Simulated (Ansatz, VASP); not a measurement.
# MgO in VASP and in Ansatz

INCAR

```
PREC = Accurate ; ENCUT = 840
EDIFF = 1E-6 ; ISMEAR = 0
SIGMA = 0.05 ; LREAL = F
LASPH = T ; NELM = 120
ALGO = Normal ; ISIF = 2
LWAVE = F ; LCHARG = F
GGA = CA ; NBANDS = 15
GGA_COMPAT = F
```

KPOINTS

```
regular mesh
0
Gamma
  9 9 8
```

The input POSCAR:

```
MgO
1.0
    2.9380209034      0.0000000000      0.0000000000
   -1.4690104517      2.5444007392      0.0000000000
    0.0000000000      0.0000000000      2.6796800000
Mg O
1 1
Direct
    0.0000000000      0.0000000000      0.0000000000
    0.3333333333      0.6666666667      0.4533526391
```

Input for Ansatz:

```yaml
crystal:
  lattice:
    - [2.9380209034, 0.0, 0.0]
    - [-1.4690104517, 2.5444007392, 0.0]
    - [0.0, 0.0, 2.67968]
  atoms:
    - { symbol: Mg, position: [0.0, 0.0, 0.0] }
    - { symbol: O, position: [0.3333333333, 0.6666666667, 0.4533526391] }
basis:
  ecutwfc: 420
kpoints:
  mp_grid: { grid: [9, 9, 8] }
hamiltonian:
  xc: lda
scf:
  occupations: { method: gaussian, width: 0.05 }
output:
  forces: true
  stress: true
  eigenvalues: true
```

Change from the starting cell: all O atoms moved +0.125 Å, as atom 2 towards its neighbour atom 2 (O) at 2.680 Å.

Alike in both runs: task single point; functional LDA; k mesh 9 × 9 × 8; occupations gaussian, width 0.05 eV; no spin polarisation.

|  | VASP | Ansatz |
| --- | --- | --- |
| version | VASP 6.6.1 | Ansatz 0.2.0 |
| potentials or method | VASP PAW LDA potentials, release 64 (Mg_sv, O), cutoff 840 eV | scalar-relativistic, plane waves, PAW |
| valence electrons in the cell | 16 | 16 |

VASP gave:

```
gap on the k mesh at the Fermi level (eV)                     : 2.94
least direct gap on the mesh (eV)                             : 3.37
pressure (GPa)                                                : -7.7
traceless stress, the component that is largest in VASP (GPa) : -0.42
rms of the force components (eV/Å)                            : 0.219
```

Task: What did Ansatz give for the same quantities?

Result: gap on the k mesh at the Fermi level (eV): 2.93; least direct gap on the mesh (eV): 3.35; pressure (GPa): -8.0; traceless stress, the component that is largest in VASP (GPa): -0.50; rms of the force components (eV/Å): 0.207.

LDA's correlation is that of Perdew and Zunger in VASP and of Perdew and Wang (1992) in Ansatz. Atom by atom the forces differ by 0.012 eV/Å (rms over components).
